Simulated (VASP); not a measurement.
# SiSe4 (Cmmm) in VASP: relaxation of cell and atoms with PBE

Aim: the relaxation of cell and atoms of SiSe4 with PBE.

Program: VASP 6.6.1. These are calculated values, not measurements. Logs are shortened: lines on timing, memory, paths and dates and some standing lists are left out, and cuts for length are marked.

### Step 1. The cell of the first run

It takes space group Cmmm (No. 65, orthorhombic). The conventional cell has a = 7.317 Å, b = 8.554 Å, c = 3.431 Å, α = 90.00°, β = 90.00°, γ = 90.00°. Within 3.2 Å of Si (site symmetry mmm) lie 6 Se at 2.41 to 2.45 Å. Within 3.2 Å of Se (site symmetry 2mm) lie 2 Si at 2.45 Å and 4 Se at 3.17 Å. Se (site symmetry m2m) has 1 Si at 2.41 Å and 4 Se at 3.17 Å within 3.2 Å.

The cell was generated, and may not be a known phase.

### Step 2. Relaxation of cell and atoms, PBE

File INCAR:

```
PREC     = Accurate       # precision mode
ENCUT    = 600            # plane-wave cutoff, eV
EDIFF    = 1E-7           # SCF threshold, eV
ISMEAR   = 0              # smearing method
SIGMA    = 0.1            # smearing width, eV
LREAL    = False          # projectors in reciprocal space
LASPH    = True           # aspherical terms in the spheres
NELM     = 60             # most SCF steps
ALGO     = Normal         # electronic algorithm
ISIF     = 3              # what is computed and relaxed
LWAVE    = False          # write WAVECAR
LCHARG   = False          # write CHGCAR
GGA      = PE             # functional
IBRION   = 2              # ionic algorithm
NSW      = 100            # ionic steps
EDIFFG   = -0.01          # ionic threshold
```

File KPOINTS:

```
regular mesh
0
Gamma
  8 8 12
```

File POSCAR:

```
SiSe4
1.0
    3.6582508875     -4.2768507061      0.0000000000
    3.6582508875      4.2768507061      0.0000000000
    0.0000000000      0.0000000000      3.4311612403
Si Se
1 4
Direct
    0.0000000000      0.0000000000      0.0000000000
    0.7607342321      0.7607342321      0.5000000000
    0.2392657679      0.2392657679      0.5000000000
    0.7178846636      0.2821153364      0.0000000000
    0.2821153364      0.7178846636      0.0000000000
```

Potentials or basis: VASP PAW PBE potentials, release 64 (Si, Se).

The run is started by

```
$ cat potpaw_PBE.64/Si/POTCAR potpaw_PBE.64/Se/POTCAR > POTCAR
$ mpirun -np 1 vasp_std > vasp.out
```

OUTCAR:

```text
PREC = Accurate
   ENCUT = 600
   EDIFF = 1E-7
   ISMEAR = 0
   LREAL = False
   LASPH = True
   NELM = 60
   ISIF = 3
   GGA = PE
   IBRION = 2
   NSW = 100
   EDIFFG = -0.01

 ion  position               nearest neighbor table
   1  0.000  0.000  0.000-   4 2.41   5 2.41   2 2.45   3 2.45   2 2.45   3 2.45
   2  0.761  0.761  0.500-   1 2.45   1 2.45
   3  0.239  0.239  0.500-   1 2.45   1 2.45
   4  0.718  0.282  0.000-   1 2.41
   5  0.282  0.718  0.000-   1 2.41

  LATTYP: Found a base centered orthorhombic cell.
 ALAT       =     7.3165017750
 B/A-ratio  =     1.1690971553
 C/A-ratio  =     0.4689619911

  Lattice vectors:

 A1 = (   3.6582508875,  -4.2768507061,   0.0000000000)
 A2 = (   3.6582508875,   4.2768507061,   0.0000000000)
 A3 = (   0.0000000000,   0.0000000000,   3.4311612403)

Analysis of symmetry for initial positions (statically):
=====================================================================
 Subroutine PRICEL returns:
 Original cell was already a primitive cell.

 Routine SETGRP: Setting up the symmetry group for a
 base centered orthorhombic supercell.

 Subroutine GETGRP returns: Found  8 space group operations
 (whereof  8 operations were pure point group operations)
 out of a pool of  8 trial point group operations.

The static configuration has the point symmetry D_2h.

Analysis of symmetry for dynamics (positions and initial velocities):
=====================================================================
 Subroutine PRICEL returns:
 Original cell was already a primitive cell.

 Routine SETGRP: Setting up the symmetry group for a
 base centered orthorhombic supercell.

 Subroutine GETGRP returns: Found  8 space group operations
 (whereof  8 operations were pure point group operations)
 out of a pool of  8 trial point group operations.

The dynamic configuration has the point symmetry D_2h.

 Subroutine INISYM returns: Found  8 space group operations
 (whereof  8 operations are pure point group operations),
 and found     1 'primitive' translations

----------------------------------------------------------------------------------------

                                     Primitive cell

[... 110 lines left out ...]
   EFERMI =   0.00;   METHOD = LEGACY
   ISMEAR =     0;   SIGMA  =   0.10  broadening in eV -4-tet -1-fermi 0-gaus
   EFERMI_NEDOS =   21; number of points for ismear=-14 and -15
   IALGO  =     38    algorithm
   IMIX   =      4    mixing-type and parameters
     AMIX     =   0.40;   BMIX     =  1.00
     AMIX_MAG =   1.60;   BMIX_MAG =  1.00
  volume/ion in A,a.u.               =      21.47       144.91
  Fermi-wavevector in a.u.,A,eV,Ry     =   1.045935  1.976530 14.884496  1.093980
  Thomas-Fermi vector in A             =   2.180752
   LORBIT       =      0    0 simple, 1 ext, 2 COOP (PROOUT), +10 PAW based schemes
   GGA     = PE    functional components
   LHFCALC =     F    Hartree Fock is set to
   AEXX    =    0.0000 exact exchange contribution
   IVDW    =     0    specifies the selected vdW correction
   LEPSILON=     F    determine dielectric tensor
   LRPA    =     F    only Hartree local field effects (RPA)
 conjugate gradient relaxation of ions
 non-spin polarized calculation
 Gauss-broadening in eV      SIGMA  =   0.10
  energy-cutoff  :      600.00
  volume of cell :      107.37
 maximum number of plane-waves:      3607
 NGX is ok and might be reduce to    48
   NGX = 23   NGY = 23   NGZ = 13

--------------------------------------- Ionic step        1  -------------------------------------------

 number of electron      28.0000004 magnetization

 Free energy of the ion-electron system (eV)
  ---------------------------------------------------
  ext. energy  EPLUGINS =         0.00000000
  ---------------------------------------------------
  free energy    TOTEN  =       -18.31790041 eV

  energy without entropy =      -18.29953460  energy(sigma->0) =      -18.30871751

------------------------ aborting loop because EDIFF is reached ----------------------------------------

  FORCE on cell =-STRESS in cart. coord.  units (eV):
  Direction    XX          YY          ZZ          XY          YZ          ZX
  --------------------------------------------------------------------------------------
  -------------------------------------------------------------------------------------
  Total        0.5670298      0.0005150     -0.0075445      0.0000000      0.0000000      0.0000000
  in kB        8.4615073      0.0076856     -0.1125832      0.0000000      0.0000000      0.0000000
  external PRESSURE =       2.7855366 kB  Pullay stress =       0.0000000 kB
[... 98 lines left out ...]
  FREE ENERGIE OF THE ION-ELECTRON SYSTEM (eV)
  ---------------------------------------------------
  free  energy   TOTEN  =       -18.3208112376 eV

  energy  without entropy=      -18.3028737379  energy(sigma->0) =      -18.31184249

[... ionic steps 4 to 9 ...]

--------------------------------------- Ionic step       10  -------------------------------------------

 number of electron      28.0000001 magnetization

------------------------ aborting loop because EDIFF is reached ----------------------------------------
[... 73 lines left out ...]
--------------------------------------- Ionic step       12  -------------------------------------------

 number of electron      28.0000002 magnetization

 Free energy of the ion-electron system (eV)
  ---------------------------------------------------
  ext. energy  EPLUGINS =         0.00000000
  ---------------------------------------------------
  free energy    TOTEN  =       -18.32656960 eV

  energy without entropy =      -18.31054498  energy(sigma->0) =      -18.31855729

 E-fermi :   4.2455     XC(G=0):  -9.8892

 val. band max:        4.2432132686   @ k =  -0.3750   0.3750   0.1667
 cond. band min:       4.2728333995   @ k =   0.3750   0.3750   0.0000
 fundamental gap:      0.0296201309
 Fermi energy:         4.2455255132

 k-point     1 :       0.0000    0.0000    0.0000
  band No.  band energies     occupation
      1     -10.8182      2.00000
      2      -8.7472      2.00000
      3      -8.3567      2.00000
      4      -7.3254      2.00000
      5      -3.6742      2.00000
      6      -0.7452      2.00000
[... 481 lines left out ...]
      5      -3.1987      2.00000
      6      -0.7039      2.00000
[... 10 lines left out ...]
     17       6.4050      0.00000
     18       9.1186      0.00000

 [... further k-points ...]
[... 5 lines left out ...]
  --------------------------------------------------------------------------------------
  -------------------------------------------------------------------------------------
  Total       -0.0196459      0.0001537     -0.0321827      0.0000000      0.0000000      0.0000000
  in kB       -0.2881447      0.0022545     -0.4720207      0.0000000      0.0000000      0.0000000
  external PRESSURE =      -0.2526370 kB  Pullay stress =       0.0000000 kB
[... 20 lines left out ...]
  FREE ENERGIE OF THE ION-ELECTRON SYSTEM (eV)
  ---------------------------------------------------
  free  energy   TOTEN  =       -18.3265695963 eV

  energy  without entropy=      -18.3105449830  energy(sigma->0) =      -18.31855729

 reached required accuracy - stopping structural energy minimisation
```

OSZICAR:

```text
N       E                     dE             d eps       ncg     rms          rms(c)
DAV:   1     0.148503553249E+03    0.14850E+03   -0.12910E+04  5292   0.147E+03
DAV:   2    -0.793371324927E+01   -0.15644E+03   -0.15415E+03  7480   0.214E+02
DAV:   3    -0.182080914882E+02   -0.10274E+02   -0.10040E+02  6122   0.597E+01
DAV:   4    -0.184039816722E+02   -0.19589E+00   -0.19412E+00  6396   0.848E+00
[... 100 lines left out ...]
DAV:   2    -0.183265769245E+02   -0.28724E-04   -0.42529E-04  5924   0.120E-01    0.141E-02
DAV:   3    -0.183265717398E+02    0.51847E-05   -0.10435E-05  5894   0.201E-02    0.777E-03
DAV:   4    -0.183265699541E+02    0.17857E-05   -0.34223E-06  5820   0.997E-03    0.230E-03
DAV:   5    -0.183265696447E+02    0.30941E-06   -0.32513E-07  4612   0.343E-03    0.992E-04
DAV:   6    -0.183265695963E+02    0.48377E-07   -0.39350E-08  2910   0.127E-03
  12 F= -.18326570E+02 E0= -.18318557E+02  d E =-.681577E-04
```

CONTCAR:

```text
SiSe4
   1.00000000000000
     3.7488172696239581   -4.2996180238640864    0.0000000000000000
     3.7488172696239581    4.2996180238640864    0.0000000000000000
     0.0000000000000000    0.0000000000000000    3.3885779223880599
  Si              Se
     1     4
Direct
     0.0000000000000000    0.0000000000000000    0.0000000000000000
     0.7650364788421923    0.7650364788421923    0.5000000000000000
     0.2349635211578077    0.2349635211578077    0.5000000000000000
     0.7206320260259060    0.2793679739740940    0.0000000000000000
     0.2793679739740940    0.7206320260259060    0.0000000000000000

  0.00000000E+00  0.00000000E+00  0.00000000E+00
  0.00000000E+00  0.00000000E+00  0.00000000E+00
  0.00000000E+00  0.00000000E+00  0.00000000E+00
  0.00000000E+00  0.00000000E+00  0.00000000E+00
  0.00000000E+00  0.00000000E+00  0.00000000E+00
```

It took 26 min on 1 thread of Intel Xeon Platinum 8259CL at 2.50GHz (Skylake/Cascade Lake), shared host; peak memory 0.48 GiB.

Results:

```yaml
Free_energy: -18.3266 eV
Relaxed_volume: 21.85 Å³/atom
Relaxed_cell: a = 5.704 Å, b = 5.704 Å, c = 3.389 Å, α = 90.00°, β = 90.00°, γ = 97.83°
Space_group_after_relaxing_to_0.1_Å: Cmmm (No. 65)
Energy_gained_by_relaxing: 1.7 meV/atom
Ionic_steps: 12
Pressure_after_relaxing: 0.0 GPa
Largest_force_after_relaxing: 0.003 eV/Å
Band_gap_on_the_k_mesh: zero (bands 14 and 15 overlap by 2.23 eV)
```

Forces in eV/Å, atoms in the order of the input:
```
Si   0.000  0.000  0.000
Se   0.002  0.000  0.000
Se  -0.002  0.000  0.000
Se   0.000  0.003  0.000
Se   0.000 -0.003  0.000
```

Step by step:
```csv
step,energy change (eV),largest force (eV/Å),pressure (GPa),volume (Å³)
1,0.0000,0.0738,0.28,107.37
2,-0.0025,0.0588,-0.05,107.95
3,-0.0029,0.1004,-0.25,108.32
4,-0.0048,0.0911,-0.04,108.20
5,-0.0056,0.0811,0.18,108.07
6,-0.0075,0.0501,0.13,108.38
7,-0.0083,0.0252,0.08,108.73
8,-0.0083,0.0275,0.08,108.76
9,-0.0086,0.0196,-0.03,109.07
10,-0.0086,0.0153,-0.10,109.27
11,-0.0086,0.0169,0.04,109.21
12,-0.0087,0.0033,-0.03,109.24
```

Final structure:
```
Si Se
1.0
     3.74882   -4.29962    0.00000
     3.74882    4.29962    0.00000
     0.00000    0.00000    3.38858
Si Se
1 4
Direct
  0.00000 0.00000 0.00000
  0.76504 0.76504 0.50000
  0.23496 0.23496 0.50000
  0.72063 0.27937 0.00000
  0.27937 0.72063 0.00000
```

Levels at points of the mesh, in eV from the Fermi level:
```csv
k point,band 10,band 11,band 12,band 13,band 14,band 15,band 16,band 17,band 18
"(0.00, 0.00, 0.00)",-0.34,-0.26,0.65,0.94,1.02,1.17,1.38,1.65,4.35
"(0.50, 0.00, 0.00)",-2.03,-1.94,-0.82,0.83,0.97,0.98,1.16,2.60,3.94
"(0.50, 0.50, 0.00)",-1.85,-1.81,-1.57,-0.75,-0.45,0.32,0.39,3.39,4.89
"(0.00, 0.00, 0.50)",-3.19,-2.87,-2.41,-1.92,-1.51,-1.12,-0.55,2.99,5.29
"(0.50, 0.00, 0.50)",-3.17,-2.55,-1.97,-0.68,-0.35,-0.19,0.16,2.19,4.07
"(0.50, 0.50, 0.50)",-0.99,-0.99,-0.71,-0.51,-0.44,-0.05,0.39,0.90,4.48
```

The gap in the log of VASP goes by the Fermi energy; the results here count the filled bands.